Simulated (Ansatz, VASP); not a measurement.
**Pd in VASP and in Ansatz**

File POSCAR:

```
Pd
1.0
    0.0000000000      1.9558504376      1.9558504376
    1.9558504376      0.0000000000      1.9558504376
    1.9558504376      1.9558504376      0.0000000000
Pd
1
Direct
    0.0000000000      0.0000000000      0.0000000000
```

Contents of INCAR.step1:

```
ALGO = Normal
EDIFF = 1E-4
ENCUT = 520
GGA = PE
ISMEAR = 0
LASPH = T
LCHARG = F
LREAL = F
LWAVE = T
NBANDS = 11
NELM = 60
PREC = Accurate
SIGMA = 0.01
```

The input INCAR.step2:

```
ALGO = Normal
EDIFF = 1E-6
ENCUT = 520
ISIF = 2
ISMEAR = 0
ISTART = 1
LASPH = T
LCHARG = F
LMIXTAU = T
LREAL = F
LWAVE = F
METAGGA = R2SCAN
NBANDS = 11
NELM = 60
PREC = Accurate
SIGMA = 0.01
```

File KPOINTS:

```
k-points
0
Gamma
  14 14 14
```

Input for Ansatz:

```yaml
crystal:
  lattice:
    - [0.0, 1.9558504376, 1.9558504376]
    - [1.9558504376, 0.0, 1.9558504376]
    - [1.9558504376, 1.9558504376, 0.0]
  atoms:
    - { symbol: Pd, position: [0.0, 0.0, 0.0] }
hamiltonian:
  xc: r2scan
  pseudopotentials:
    kind: paw
    azcp:
      Pd: "pseudopotentials/Pd.paw.azcp"
basis:
  ecutwfc: 500
  fft_grid_basis: typed
kpoints:
  mp_grid: { grid: [14, 14, 14], shift: [0, 0, 0] }
magnetization:
  spin_polarized: false
scf:
  occupations: { method: gaussian, width: 0.01 }
  lower_state_search: "off"
output:
  stress: true
```

Alike in both runs: task single point; functional r2SCAN; k mesh 14 × 14 × 14; occupations gaussian, width 0.01 eV; no spin polarisation.

|  | VASP | Ansatz |
| --- | --- | --- |
| version | VASP 6.6.1 | Ansatz 0.2.0 |
| potentials or method | VASP PAW PBE potentials, release 64 (Pd), cutoff 520 eV | plane waves (500 eV) with PAW, scalar-relativistic |
| valence electrons in the cell | 10 | 18 |

|  | VASP | Ansatz | Ansatz less VASP |
| --- | --- | --- | --- |
| pressure (GPa) | 0.4 | -0.3 | -0.66 |

VASP's potentials were made for PBE, not for r2SCAN. The functional is the same, so the differences come from potentials, cutoffs and numerics. VASP's potentials hold 10 valence electrons a cell and Ansatz's 18, so a difference there can come from the potentials and not from the codes.
